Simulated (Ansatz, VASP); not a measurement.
**Zr2Al3N in VASP and in Ansatz**

```
Zr Al N
1.0
     5.27439    0.00000    0.00000
    -2.63720    4.56776    0.00000
     0.00000    0.00000    6.79021
Zr Al N
2 3 1
Direct
  0.00000 0.00000 0.78054
  0.00000 0.00000 0.21946
  0.50000 0.00000 0.00000
  0.00000 0.50000 0.00000
  0.50000 0.50000 0.00000
  0.00000 0.00000 0.50000
```

Alike in both runs: task single point; functional PBE; k mesh 12 × 12 × 6; occupations gaussian, width 0.1 eV; no spin polarisation.

|  | VASP | Ansatz |
| --- | --- | --- |
| version | VASP 6.6.1 | Ansatz 0.2.0 |
| potentials or method | VASP PAW PBE potentials, release 64 (Zr_sv, Al, N), cutoff 520 eV | scalar-relativistic, plane waves, PAW |
| valence electrons in the cell | 38 | 38 |

Ansatz gave:

- gap on the k mesh at the Fermi level (eV): none
- pressure (GPa): 0.0
- traceless stress, the component that is largest in VASP (GPa): 0.02
- rms of the force components (eV/Å): 0.002

Problem. Which values does VASP return?

Solution. gap on the k mesh at the Fermi level (eV): none; pressure (GPa): 0.1; traceless stress, the component that is largest in VASP (GPa): 0.18; rms of the force components (eV/Å): 0.025.

Atom by atom the forces differ by 0.023 eV/Å (rms over components). A gap of «none» marks a metal or a gap that the smearing closes.
